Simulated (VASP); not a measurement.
# Pd (P6/mmm) in VASP: settings compared, part 2 of 2

VASP 6.6.1. Earlier steps stand in the parts before.

## Step 5: Single point, PBE (volume scaled by 0.95)

Contents of INCAR:

```
SYSTEM = Pd
PREC = Accurate ; ENCUT = 520
EDIFF = 1E-7 ; ISMEAR = -1
SIGMA = 0.1 ; LREAL = .FALSE.
LASPH = .TRUE. ; NELM = 80
ALGO = Normal ; ISIF = 2
LWAVE = .FALSE. ; LCHARG = .TRUE.
GGA = PE ; LELF = .TRUE.
LVHAR = .TRUE. ; NBANDS = 22
```

Contents of KPOINTS:

```
regular mesh
0
G
  9 9 12
  0 0 0
```

Contents of POSCAR:

```
Pd
1.0
    4.4277939264      0.0000000000      0.0000000000
   -2.2138969632      3.8345820229      0.0000000000
    0.0000000000      0.0000000000      2.6351299871
Pd
3
Direct
    0.0000000000      0.0000000000      0.0000000000
    0.3333333333      0.6666666667      0.5000000000
    0.6666666667      0.3333333333      0.5000000000
```

Potentials or basis: VASP PAW PBE potentials, release 64 (Pd).

Command:

```console
$ cat potpaw_PBE.64/Pd/POTCAR > POTCAR
$ mpirun -np 1 vasp_std > vasp.out
```

OUTCAR:

```text
SYSTEM = Pd
   PREC = Accurate
   ENCUT = 520
   EDIFF = 1E-7
   ISMEAR = -1
   LREAL = .FALSE.
   LASPH = .TRUE.
   NELM = 80
   ISIF = 2
   GGA = PE

 ion  position               nearest neighbor table
   1  0.000  0.000  0.000-   2 2.88   3 2.88   2 2.88   3 2.88   2 2.88   2 2.88   3 2.88   3 2.88
                             3 2.88   3 2.88   2 2.88   2 2.88
   2  0.333  0.667  0.500-   3 2.56   3 2.56   3 2.56   1 2.88   1 2.88   1 2.88   1 2.88   1 2.88
                             1 2.88
   3  0.667  0.333  0.500-   2 2.56   2 2.56   2 2.56   1 2.88   1 2.88   1 2.88   1 2.88   1 2.88
                             1 2.88

  LATTYP: Found a hexagonal cell.
 ALAT       =     4.4277939264
 C/A-ratio  =     0.5951338366

  Lattice vectors:

 A1 = (   4.4277939264,   0.0000000000,   0.0000000000)
 A2 = (  -2.2138969632,   3.8345820229,   0.0000000000)
 A3 = (   0.0000000000,   0.0000000000,   2.6351299871)

Analysis of symmetry for initial positions (statically):
=====================================================================
 Subroutine PRICEL returns:
 Original cell was already a primitive cell.

 Routine SETGRP: Setting up the symmetry group for a
 hexagonal supercell.

 Subroutine GETGRP returns: Found 24 space group operations
 (whereof 24 operations were pure point group operations)
 out of a pool of 24 trial point group operations.

The static configuration has the point symmetry D_6h.

Analysis of symmetry for dynamics (positions and initial velocities):
=====================================================================
 Subroutine PRICEL returns:
 Original cell was already a primitive cell.

 Routine SETGRP: Setting up the symmetry group for a
 hexagonal supercell.

 Subroutine GETGRP returns: Found 24 space group operations
 (whereof 24 operations were pure point group operations)
 out of a pool of 24 trial point group operations.

The dynamic configuration has the point symmetry D_6h.

 Subroutine INISYM returns: Found 24 space group operations
 (whereof 24 operations are pure point group operations),
 and found     1 'primitive' translations

----------------------------------------------------------------------------------------

                                     Primitive cell

  volume of cell :      44.7412

  direct lattice vectors                    reciprocal lattice vectors
     4.427793926  0.000000000  0.000000000     0.225846102  0.130392308  0.000000000
    -2.213896963  3.834582023  0.000000000     0.000000000  0.260784616  0.000000000
     0.000000000  0.000000000  2.635129987     0.000000000  0.000000000  0.379487921

  length of vectors
     4.427793926  4.427793926  2.635129987     0.260784616  0.260784616  0.379487921

  position of ions in fractional coordinates (direct lattice)
     0.000000000  0.000000000  0.000000000
     0.333333333  0.666666667  0.500000000
     0.666666667  0.333333333  0.500000000

  ion indices of the primitive-cell ions
   primitive index   ion index
                 1           1
                 2           2
                 3           3

----------------------------------------------------------------------------------------

 KPOINTS: regular mesh

Automatic generation of k-mesh.
 Grid dimensions read from file:
 generate k-points for:    9    9   12

 Generating k-lattice:

  Cartesian coordinates                     Fractional coordinates (reciprocal lattice)
     0.025094011  0.014488034  0.000000000     0.111111111  0.000000000  0.000000000
     0.000000000  0.028976068  0.000000000     0.000000000  0.111111111  0.000000000
     0.000000000  0.000000000  0.031623993     0.000000000  0.000000000  0.083333333

  Length of vectors
     0.028976068  0.028976068  0.031623993

  Shift w.r.t. Gamma in fractional coordinates (k-lattice)
     0.000000000  0.000000000  0.000000000

 Subroutine IBZKPT returns following result:
 ===========================================

 Found     84 irreducible k-points:

 Following reciprocal coordinates:
            Coordinates               Weight
  0.000000  0.000000  0.000000      1.000000
  0.111111 -0.000000  0.000000      6.000000
  0.222222 -0.000000  0.000000      6.000000
  0.333333  0.000000  0.000000      6.000000
  0.444444 -0.000000  0.000000      6.000000
  0.111111  0.111111  0.000000      6.000000
[... 16 lines left out ...]
  0.333333  0.222222  0.083333     24.000000
  0.333333  0.333333  0.083333      4.000000
 [... further k-points ...]
   k-points           NKPTS =     84   k-points in BZ     NKDIM =     84   number of bands    NBANDS=     22
   number of dos      NEDOS =    301   number of ions     NIONS =      3
   total plane-waves  NPLWV =  25920
   dimension x,y,z NGX =    36 NGY =   36 NGZ =   20
   dimension x,y,z NGXF=    72 NGYF=   72 NGZF=   40
   ions per type =               3
   NGX,Y,Z   is equivalent  to a cutoff of  13.52, 13.52, 12.62 a.u.
   NGXF,Y,Z  is equivalent  to a cutoff of  27.03, 27.03, 25.24 a.u.
 SYSTEM =  Pd
   PREC   = accura    normal or accurate (medium, high low for compatibility)
   ISTART =      0    job   : 0-new  1-cont  2-samecut
   ICHARG =      2    charge: 1-file 2-atom 10-const
   ISPIN  =      1    spin polarized calculation?
   LNONCOLLINEAR =      F non collinear calculations
   LSORBIT =      F    spin-orbit coupling
   LASPH  =      T    aspherical Exc in radial PAW
   ENCUT  =  520.0 eV  38.22 Ry    6.18 a.u.   8.23  8.23  4.90*2*pi/ulx,y,z
   NELM   =     80;   NELMIN=  2; NELMDL= -5     # of ELM steps
   EDIFF  = 0.1E-06   stopping-criterion for ELM
   LREAL  =      F    real-space projection
   EDIFFG = 0.1E-05   stopping-criterion for IOM
   NSW    =      0    number of steps for IOM
   IBRION =     -1    ionic relax: 0-MD 1-quasi-New 2-CG
   NFREE  =      0    steps in history (QN), initial steepest desc. (CG)
   ISIF   =      2    stress and relaxation
   ISYM   =      2    0-nonsym 1-usesym 2-fastsym
   POTIM  = 0.5000    time-step for ionic-motion
   TEBEG  =    0.0;   TEEND  =   0.0 temperature during run
   PSTRESS=    0.0 pullay stress
   NELECT =      30.0000    total number of electrons
   NUPDOWN=      -1.0000    fix difference up-down
   EMIN   =  10.00;   EMAX   =-10.00  energy-range for DOS
   EFERMI =   0.00;   METHOD = LEGACY
   ISMEAR =    -1;   SIGMA  =   0.10  broadening in eV -4-tet -1-fermi 0-gaus
   EFERMI_NEDOS =   21; number of points for ismear=-14 and -15
   IALGO  =     38    algorithm
   IMIX   =      4    mixing-type and parameters
     AMIX     =   0.40;   BMIX     =  1.00
     AMIX_MAG =   1.60;   BMIX_MAG =  1.00
  volume/ion in A,a.u.               =      14.91       100.64
  Fermi-wavevector in a.u.,A,eV,Ry     =   1.432890  2.707769 27.935113  2.053173
  Thomas-Fermi vector in A             =   2.552468
   LORBIT       =      0    0 simple, 1 ext, 2 COOP (PROOUT), +10 PAW based schemes
   GGA     = PE    functional components
   LHFCALC =     F    Hartree Fock is set to
   AEXX    =    0.0000 exact exchange contribution
   IVDW    =     0    specifies the selected vdW correction
   LEPSILON=     F    determine dielectric tensor
   LRPA    =     F    only Hartree local field effects (RPA)
 non-spin polarized calculation
  energy-cutoff  :      520.00
  volume of cell :       44.74
 maximum number of plane-waves:      1227
 NGX is ok and might be reduce to    36

 number of electron      30.0000004 magnetization

 Free energy of the ion-electron system (eV)
  ---------------------------------------------------
  ext. energy  EPLUGINS =         0.00000000
  ---------------------------------------------------
  free energy    TOTEN  =       -15.37464988 eV

  energy without entropy =      -15.20228993  energy(sigma->0) =      -15.28846991

 E-fermi :   9.6298     XC(G=0): -13.1029

 val. band max:        9.6250218612   @ k =   0.3333   0.1111   0.1667
 cond. band min:       9.6321259290   @ k =   0.3333   0.2222   0.5000
 fundamental gap:      0.0071040677
 Fermi energy:         9.6297760841

 k-point     1 :       0.0000    0.0000    0.0000
  band No.  band energies     occupation
      1       2.5585      2.00000
      2       4.4587      2.00000
      3       5.9864      2.00000
      4       6.3745      2.00000
      5       6.3745      2.00000
      6       6.3936      2.00000
[... 574 lines left out ...]
      6       6.1389      2.00000
[... 14 lines left out ...]
     21      21.7938      0.00000
     22      26.5459      0.00000

 [... further k-points ...]

------------------------ aborting loop because EDIFF is reached ----------------------------------------

  FORCE on cell =-STRESS in cart. coord.  units (eV):
  Direction    XX          YY          ZZ          XY          YZ          ZX
  --------------------------------------------------------------------------------------
  -------------------------------------------------------------------------------------
  Total        2.4812834      2.4812834      2.4905562      0.0000000      0.0000000      0.0000000
  in kB       88.8545109     88.8545109     89.1865690      0.0000000      0.0000000      0.0000000
  external PRESSURE =      88.9651970 kB  Pullay stress =       0.0000000 kB

 VOLUME and BASIS-vectors are now :
 -----------------------------------------------------------------------------
  energy-cutoff  :      520.00
  volume of cell :       44.74
      direct lattice vectors                 reciprocal lattice vectors
     4.427793926  0.000000000  0.000000000     0.225846102  0.130392308  0.000000000
    -2.213896963  3.834582023  0.000000000     0.000000000  0.260784616  0.000000000
     0.000000000  0.000000000  2.635129987     0.000000000  0.000000000  0.379487921

 POSITION                                       TOTAL-FORCE (eV/Angst)
 -----------------------------------------------------------------------------------
      0.00000      0.00000      0.00000        -0.000000      0.000000      0.000000
     -0.00000      2.55639      1.31756         0.000000      0.000000     -0.000000
      2.21390      1.27819      1.31756        -0.000000      0.000000      0.000000
 -----------------------------------------------------------------------------------
    total drift:                                0.000000      0.000000     -0.000000

  FREE ENERGIE OF THE ION-ELECTRON SYSTEM (eV)
  ---------------------------------------------------
  free  energy   TOTEN  =       -15.3746498794 eV

  energy  without entropy=      -15.2022899306  energy(sigma->0) =      -15.28846991
```

Wall time 30 s (1 thread of Intel Xeon 6975P-C (Granite Rapids), shared host); peak memory 0.2 GiB.

What came out:

- Free energy: -15.3746 eV
- Pressure: 8.9 GPa
- Band gap on the k mesh: zero (band 15 reaches 10.35 eV, above the bottom of band 16 at 9.39 eV)

Levels at points of the mesh, in eV from the Fermi level:
| k point | band 11 | band 12 | band 13 | band 14 | band 15 | band 16 | band 17 | band 18 | band 19 | band 20 |
| --- | --- | --- | --- | --- | --- | --- | --- | --- | --- | --- |
| (0.00, 0.00, 0.00) | -1.61 | -1.61 | -1.47 | -1.47 | 0.12 | 0.12 | 7.51 | 7.51 | 7.52 | 7.52 |
| (0.00, 0.00, 0.50) | -0.50 | -0.50 | -0.21 | -0.21 | 0.72 | 2.43 | 3.25 | 9.46 | 10.16 | 10.16 |

## Step 6: The runs side by side

| level | cell | smearing | gap on the mesh (eV) | pressure (GPa) |
| --- | --- | --- | --- | --- |
| PBE+D3(BJ) | a = 3.904, b = 3.904, c = 2.319 Å, angles 90.0, 90.0, 120.0°, 3 atoms | tetrahedron | none | 197.1 |
| PBE | a = 4.094, b = 4.094, c = 2.434 Å, angles 90.0, 90.0, 120.0°, 3 atoms | fermi-dirac 0.1 eV | none | 97.9 |
| PBE | a = 4.428, b = 4.428, c = 2.635 Å, angles 90.0, 90.0, 120.0°, 3 atoms | fermi-dirac 0.1 eV | none | 8.9 |

Alike in all rows: task single point; potentials or basis VASP PAW PBE potentials, release 64 (Pd); no spin polarisation; k mesh 9 × 9 × 12; cutoff (eV) 520.

Caveats: pairwise dispersion overbinds metals, which lowers pressure and volume (some runs).

Absolute energies hang on the potentials; compare differences alone.
